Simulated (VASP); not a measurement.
# CdF2 (Fm-3m) in VASP: notebook, part 2 of 3

VASP 6.6.1. The steps go on from the part before.

## Step 3: Single point, PBEsol

This run uses another cell than the first one, of 12.57 Å³/atom.

Contents of INCAR:

```
SYSTEM = CdF2
  PREC = Accurate
  ENCUT = 520
  EDIFF = 1E-6
  ISMEAR = 0
  SIGMA = 0.01
  LREAL = .FALSE.
  LASPH = .TRUE.
  NELM = 100
  ALGO = Normal
  ISIF = 2
  LWAVE = .FALSE.
  LCHARG = .FALSE.
  GGA = PS
  NBANDS = 20
```

Contents of KPOINTS:

```
regular mesh
0
G
  6 6 6
  0 0 0
```

Contents of POSCAR:

```
CdF2
1.0
    0.0000000000      2.6616727385      2.6616727385
    2.6616727385      0.0000000000      2.6616727385
    2.6616727385      2.6616727385      0.0000000000
Cd F
1 2
Direct
    0.0000000000      0.0000000000      0.0000000000
    0.2500000000      0.2500000000      0.2500000000
    0.7500000000      0.7500000000      0.7500000000
```

Potentials or basis: VASP PAW PBE potentials, release 64 (Cd, F).

The run is started by

```sh
$ cat potpaw_PBE.64/Cd/POTCAR potpaw_PBE.64/F/POTCAR > POTCAR
$ mpirun -np 1 vasp_std > vasp.out
```

OUTCAR:

```text
SYSTEM = CdF2
   PREC = Accurate
   ENCUT = 520
   EDIFF = 1E-6
   ISMEAR = 0
   LREAL = .FALSE.
   LASPH = .TRUE.
   NELM = 100
   ISIF = 2
   GGA = PS

 ion  position               nearest neighbor table
   1  0.000  0.000  0.000-   3 2.31   3 2.31   3 2.31   2 2.31   3 2.31   2 2.31   2 2.31   2 2.31

   2  0.250  0.250  0.250-   1 2.31   1 2.31   1 2.31   1 2.31
   3  0.750  0.750  0.750-   1 2.31   1 2.31   1 2.31   1 2.31

  LATTYP: Found a face centered cubic cell.
 ALAT       =     5.3233454770

  Lattice vectors:

 A1 = (   0.0000000000,   2.6616727385,   2.6616727385)
 A2 = (   2.6616727385,   0.0000000000,   2.6616727385)
 A3 = (   2.6616727385,   2.6616727385,   0.0000000000)

Analysis of symmetry for initial positions (statically):
=====================================================================
 Subroutine PRICEL returns:
 Original cell was already a primitive cell.

 Routine SETGRP: Setting up the symmetry group for a
 face centered cubic supercell.

 Subroutine GETGRP returns: Found 48 space group operations
 (whereof 48 operations were pure point group operations)
 out of a pool of 48 trial point group operations.

The static configuration has the point symmetry O_h .

Analysis of symmetry for dynamics (positions and initial velocities):
=====================================================================
 Subroutine PRICEL returns:
 Original cell was already a primitive cell.

 Routine SETGRP: Setting up the symmetry group for a
 face centered cubic supercell.

 Subroutine GETGRP returns: Found 48 space group operations
 (whereof 48 operations were pure point group operations)
 out of a pool of 48 trial point group operations.

The dynamic configuration has the point symmetry O_h .

 Subroutine INISYM returns: Found 48 space group operations
 (whereof 48 operations are pure point group operations),
 and found     1 'primitive' translations

----------------------------------------------------------------------------------------

                                     Primitive cell

  volume of cell :      37.7133

  direct lattice vectors                    reciprocal lattice vectors
     0.000000000  2.661672739  2.661672739    -0.187851794  0.187851794  0.187851794
     2.661672739  0.000000000  2.661672739     0.187851794 -0.187851794  0.187851794
     2.661672739  2.661672739  0.000000000     0.187851794  0.187851794 -0.187851794

  length of vectors
     3.764173685  3.764173685  3.764173685     0.325368852  0.325368852  0.325368852

  position of ions in fractional coordinates (direct lattice)
     0.000000000  0.000000000  0.000000000
     0.250000000  0.250000000  0.250000000
     0.750000000  0.750000000  0.750000000

  ion indices of the primitive-cell ions
   primitive index   ion index
                 1           1
                 2           2
                 3           3

----------------------------------------------------------------------------------------

 KPOINTS: regular mesh

Automatic generation of k-mesh.
 Grid dimensions read from file:
 generate k-points for:    6    6    6

 Generating k-lattice:

  Cartesian coordinates                     Fractional coordinates (reciprocal lattice)
    -0.031308632  0.031308632  0.031308632     0.166666667  0.000000000  0.000000000
     0.031308632 -0.031308632  0.031308632     0.000000000  0.166666667  0.000000000
     0.031308632  0.031308632 -0.031308632     0.000000000  0.000000000  0.166666667

  Length of vectors
     0.054228142  0.054228142  0.054228142

  Shift w.r.t. Gamma in fractional coordinates (k-lattice)
     0.000000000  0.000000000  0.000000000

 Subroutine IBZKPT returns following result:
 ===========================================

 Found     16 irreducible k-points:

 Following reciprocal coordinates:
            Coordinates               Weight
  0.000000  0.000000  0.000000      1.000000
  0.166667  0.000000  0.000000      8.000000
  0.333333  0.000000  0.000000      8.000000
  0.500000  0.000000  0.000000      4.000000
  0.166667  0.166667  0.000000      6.000000
  0.333333  0.166667  0.000000     24.000000
[... 8 lines left out ...]
 -0.333333  0.333333  0.166667     24.000000
 -0.333333  0.500000  0.166667     12.000000
   k-points           NKPTS =     16   k-points in BZ     NKDIM =     16   number of bands    NBANDS=     20
   number of dos      NEDOS =    301   number of ions     NIONS =      3
   total plane-waves  NPLWV =  21952
   dimension x,y,z NGX =    28 NGY =   28 NGZ =   28
   dimension x,y,z NGXF=    56 NGYF=   56 NGZF=   56
   ions per type =               1   2
   NGX,Y,Z   is equivalent  to a cutoff of  12.37, 12.37, 12.37 a.u.
   NGXF,Y,Z  is equivalent  to a cutoff of  24.73, 24.73, 24.73 a.u.
 SYSTEM =  CdF2
   PREC   = accura    normal or accurate (medium, high low for compatibility)
   ISTART =      0    job   : 0-new  1-cont  2-samecut
   ICHARG =      2    charge: 1-file 2-atom 10-const
   ISPIN  =      1    spin polarized calculation?
   LNONCOLLINEAR =      F non collinear calculations
   LSORBIT =      F    spin-orbit coupling
   LASPH  =      T    aspherical Exc in radial PAW
   ENCUT  =  520.0 eV  38.22 Ry    6.18 a.u.   7.00  7.00  7.00*2*pi/ulx,y,z
   NELM   =    100;   NELMIN=  2; NELMDL= -5     # of ELM steps
   EDIFF  = 0.1E-05   stopping-criterion for ELM
   LREAL  =      F    real-space projection
   EDIFFG = 0.1E-04   stopping-criterion for IOM
   NSW    =      0    number of steps for IOM
   IBRION =     -1    ionic relax: 0-MD 1-quasi-New 2-CG
   NFREE  =      0    steps in history (QN), initial steepest desc. (CG)
   ISIF   =      2    stress and relaxation
   ISYM   =      2    0-nonsym 1-usesym 2-fastsym
   POTIM  = 0.5000    time-step for ionic-motion
   TEBEG  =    0.0;   TEEND  =   0.0 temperature during run
   PSTRESS=    0.0 pullay stress
   NELECT =      26.0000    total number of electrons
   NUPDOWN=      -1.0000    fix difference up-down
   EMIN   =  10.00;   EMAX   =-10.00  energy-range for DOS
   EFERMI =   0.00;   METHOD = LEGACY
   ISMEAR =     0;   SIGMA  =   0.01  broadening in eV -4-tet -1-fermi 0-gaus
   EFERMI_NEDOS =   21; number of points for ismear=-14 and -15
   IALGO  =     38    algorithm
   IMIX   =      4    mixing-type and parameters
     AMIX     =   0.40;   BMIX     =  1.00
     AMIX_MAG =   1.60;   BMIX_MAG =  1.00
  volume/ion in A,a.u.               =      12.57        84.83
  Fermi-wavevector in a.u.,A,eV,Ry     =   1.446221  2.732961 28.457331  2.091555
  Thomas-Fermi vector in A             =   2.564314
   LORBIT       =      0    0 simple, 1 ext, 2 COOP (PROOUT), +10 PAW based schemes
   GGA     = PS    functional components
   LHFCALC =     F    Hartree Fock is set to
   AEXX    =    0.0000 exact exchange contribution
   IVDW    =     0    specifies the selected vdW correction
   LEPSILON=     F    determine dielectric tensor
   LRPA    =     F    only Hartree local field effects (RPA)
 non-spin polarized calculation
 Gauss-broadening in eV      SIGMA  =   0.01
  energy-cutoff  :      520.00
  volume of cell :       37.71
 maximum number of plane-waves:      1032
   NGX = 13   NGY = 13   NGZ = 13

 number of electron      26.0000014 magnetization

 Free energy of the ion-electron system (eV)
  ---------------------------------------------------
  ext. energy  EPLUGINS =         0.00000000
  ---------------------------------------------------
  free energy    TOTEN  =       -11.56665048 eV

  energy without entropy =      -11.56665048  energy(sigma->0) =      -11.56665048

 E-fermi :  -1.1098     XC(G=0): -10.9120

 val. band max:       -1.1816325719   @ k =  -0.3333   0.5000   0.1667
 cond. band min:       1.8656771236   @ k =   0.0000   0.0000   0.0000
 fundamental gap:      3.0473096955
 Fermi energy:        -1.1097736352

 k-point     1 :       0.0000    0.0000    0.0000
  band No.  band energies     occupation
      1     -22.0915      2.00000
      2     -20.8455      2.00000
      3      -6.9207      2.00000
      4      -6.9207      2.00000
      5      -6.9207      2.00000
      6      -5.5009      2.00000
[... 12 lines left out ...]
     19      18.7681      0.00000
     20      18.7681      0.00000
[... 323 lines left out ...]
 k-point    16 :      -0.3333    0.5000    0.1667
  band No.  band energies     occupation
      1     -21.4904      2.00000
      2     -21.3452      2.00000
      3      -6.4966      2.00000
      4      -5.8067      2.00000
      5      -5.7455      2.00000
      6      -5.7193      2.00000
[... 12 lines left out ...]
     19      19.1988      0.00000
     20      19.6681      0.00000

------------------------ aborting loop because EDIFF is reached ----------------------------------------

  FORCE on cell =-STRESS in cart. coord.  units (eV):
  Direction    XX          YY          ZZ          XY          YZ          ZX
  --------------------------------------------------------------------------------------
  -------------------------------------------------------------------------------------
  Total        1.1678628      1.1678628      1.1678628      0.0000000     -0.0000000     -0.0000000
  in kB       49.6144797     49.6144797     49.6144797      0.0000000     -0.0000000     -0.0000000
  external PRESSURE =      49.6144797 kB  Pullay stress =       0.0000000 kB

 VOLUME and BASIS-vectors are now :
 -----------------------------------------------------------------------------
  energy-cutoff  :      520.00
  volume of cell :       37.71
      direct lattice vectors                 reciprocal lattice vectors
     0.000000000  2.661672739  2.661672739    -0.187851794  0.187851794  0.187851794
     2.661672739  0.000000000  2.661672739     0.187851794 -0.187851794  0.187851794
     2.661672739  2.661672739  0.000000000     0.187851794  0.187851794 -0.187851794

 POSITION                                       TOTAL-FORCE (eV/Angst)
 -----------------------------------------------------------------------------------
      0.00000      0.00000      0.00000         0.000000      0.000000      0.000000
      1.33084      1.33084      1.33084         0.000000     -0.000000     -0.000000
      3.99251      3.99251      3.99251        -0.000000      0.000000      0.000000
 -----------------------------------------------------------------------------------
    total drift:                                0.000000      0.000000      0.000000

  FREE ENERGIE OF THE ION-ELECTRON SYSTEM (eV)
  ---------------------------------------------------
  free  energy   TOTEN  =       -11.5666504815 eV

  energy  without entropy=      -11.5666504815  energy(sigma->0) =      -11.56665048
```

OSZICAR:

```text
N       E                     dE             d eps       ncg     rms          rms(c)
DAV:   1     0.194591925612E+03    0.19459E+03   -0.15609E+04   656   0.133E+03
DAV:   2    -0.513194810394E+01   -0.19972E+03   -0.19280E+03   684   0.343E+02
DAV:   3    -0.129224415382E+02   -0.77905E+01   -0.77742E+01   732   0.751E+01
DAV:   4    -0.129533767578E+02   -0.30935E-01   -0.30934E-01   692   0.491E+00
DAV:   5    -0.129534854590E+02   -0.10870E-03   -0.10870E-03   712   0.258E-01    0.101E+01
DAV:   6    -0.115567249650E+02    0.13968E+01   -0.31088E+00   808   0.338E+01    0.774E+00
DAV:   7    -0.115846816867E+02   -0.27957E-01   -0.70821E-01   660   0.742E+00    0.454E+00
DAV:   8    -0.115751464149E+02    0.95353E-02   -0.13213E-01   668   0.348E+00    0.672E-01
DAV:   9    -0.115660030716E+02    0.91433E-02   -0.31307E-02   768   0.232E+00    0.861E-02
DAV:  10    -0.115665376989E+02   -0.53463E-03   -0.31892E-03   640   0.534E-01    0.983E-02
DAV:  11    -0.115666239453E+02   -0.86246E-04   -0.76117E-05   684   0.870E-02    0.379E-02
DAV:  12    -0.115666476831E+02   -0.23738E-04   -0.58047E-05   652   0.622E-02    0.205E-02
DAV:  13    -0.115666504668E+02   -0.27837E-05   -0.59049E-06   704   0.253E-02    0.656E-03
DAV:  14    -0.115666504815E+02   -0.14623E-07   -0.41611E-07   536   0.797E-03
   1 F= -.11566650E+02 E0= -.11566650E+02  d E =-.117614E-25
```

stdout:

```text
POSCAR found type information on POSCAR CdF
 POSCAR found :  2 types and       3 ions
 scaLAPACK will be used
 -----------------------------------------------------------------------------
|                                                                             |
|                                                                             |
|     You enforced a specific xc type in the INCAR file but a different       |
|     I HOPE YOU KNOW WHAT YOU ARE DOING!                                     |
|                                                                             |
 -----------------------------------------------------------------------------

 LDA part: xc-table for (Slater+PW92), standard interpolation
 POSCAR, INCAR and KPOINTS ok, starting setup
 FFT: planning ... GRIDC
 FFT: planning ... GRID_SOFT
 FFT: planning ... GRID
 WAVECAR not read
 entering main loop
```

It took 7.4 s on 1 thread of Intel Xeon 6975P-C (Granite Rapids), shared host; peak memory 0.16 GiB.

Results:

```yaml
Free_energy: -11.5667 eV
Pressure: 5.0 GPa
Band_gap_on_the_k_mesh: 3.05 eV (least direct gap 3.47 eV)
```

Caveat: the cell stands under pressure; the PAW data sets were made with another functional, which shifts forces and pressure a little. A k mesh can miss the band edges.

## Step 4: Single point, PBEsol

This run uses another cell than the first one, of 12.29 Å³/atom.

Contents of INCAR:

```
PREC = Accurate
ENCUT = 520
EDIFF = 1E-6
ISMEAR = 0
SIGMA = 0.01
LREAL = F
LASPH = T
NELM = 60
ALGO = Normal
ISIF = 2
LWAVE = F
LCHARG = F
GGA = PS
NBANDS = 20
```

Contents of KPOINTS:

```
regular mesh
0
Gamma
  6 6 6
```

Contents of POSCAR:

```
CdF2
1.0
    0.0000000000      2.6418766014      2.6418766014
    2.6418766014      0.0000000000      2.6418766014
    2.6418766014      2.6418766014      0.0000000000
Cd F
1 2
Direct
    0.0000000000      0.0000000000      0.0000000000
    0.2500000000      0.2500000000      0.2500000000
    0.7500000000      0.7500000000      0.7500000000
```

The run is started by

```sh
$ cat potpaw_PBE.64/Cd/POTCAR potpaw_PBE.64/F/POTCAR > POTCAR
$ mpirun -np 1 vasp_std > vasp.out
```

It took 7.5 s on 1 thread of Intel Xeon 6975P-C (Granite Rapids), shared host; peak memory 0.15 GiB.

The run converged. Its results:

```
Free energy            : -11.5308 eV
Pressure               : 8.1 GPa
Band gap on the k mesh : 3.12 eV (least direct gap 3.51 eV)
```

Levels at points of the mesh, in eV from the valence-band top:
```csv
k point,band 11,band 12,band 13,band 14,band 15,band 16
"(0.00, 0.00, 0.00)",-0.39,-0.39,-0.39,3.12,12.78,12.78
"(0.50, 0.00, 0.00)",-2.10,-0.32,-0.32,7.52,9.16,14.84
"(0.50, 0.50, 0.00)",-0.61,-0.08,-0.08,8.37,9.80,11.81
```

Caveat: the cell stands under pressure; the PAW data sets were made with another functional, which shifts forces and pressure a little. A k mesh can miss the band edges.

(Continued in part 3 of 3.)
